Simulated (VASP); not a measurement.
**AgBr: electric field gradients with PBEsol**

Crystal: AgBr.

```
Ag Br
1.0
     0.00000    2.91491    2.88605
     2.91491    0.00000    2.88605
     2.91491    2.91491    0.00000
Ag Br
1 1
Cartesian
  2.9149 2.9149 2.8861
  0.0000 0.0000 0.0000
```

This cell differs from its parent crystal: equal xx and yy strain of +1 %.

```
Program                : VASP 6.6.1
Task                   : electric field gradients
Functional             : PBEsol
Potentials or basis    : VASP PAW PBE potentials, release 64 (Ag, Br)
Cutoff                 : 400 eV
k mesh                 : 7 × 7 × 7
Occupations            : fermi-dirac, width 0.02 eV
Spin                   : no spin polarisation
Dipole correction      : no
Further INCAR settings : ALGO = Normal; EDIFF = 1e-08; NBANDS = 16
```

```json
{
 "Pressure": "-3.3 GPa",
 "Band gap on the k mesh": "0.56 eV (least direct gap 2.32 eV)",
 "Largest electric field gradient by atom": "Ag -5.3; Br +10.2 V/Å²"
}
```

Stress tensor (GPa, compression positive):
```
-3.32  0.00  0.00
 0.00 -3.32  0.00
 0.00  0.00 -3.17
```

Levels at points of the mesh, in eV from the valence-band top:
| k point | band 7 | band 8 | band 9 | band 10 | band 11 | band 12 |
| --- | --- | --- | --- | --- | --- | --- |
| (0.00, 0.00, 0.00) | -1.80 | -1.77 | -1.77 | 0.56 | 9.85 | 9.85 |

Electric field gradients, principal values (V/Å²):
```tsv
atom	least	middle	greatest (by size)
1 Ag	2.629	2.630	-5.258
2 Br	-5.096	-5.097	10.193
```

Wall time 26 s on 1 thread of Intel Xeon 8259CL (shared host), peak memory 0.17 GiB.

Caveat: the cell differs from its parent crystal (equal xx and yy strain of +1 %); the cell stands under tension; semilocal functionals underestimate gaps, and a narrow one can read as zero; without QUAD_EFG the Cq values of the log hold for a quadrupole moment of 1 mb, not for the nuclei; the PAW data sets were made with another functional, which shifts forces and pressure a little. A k mesh can miss the band edges.
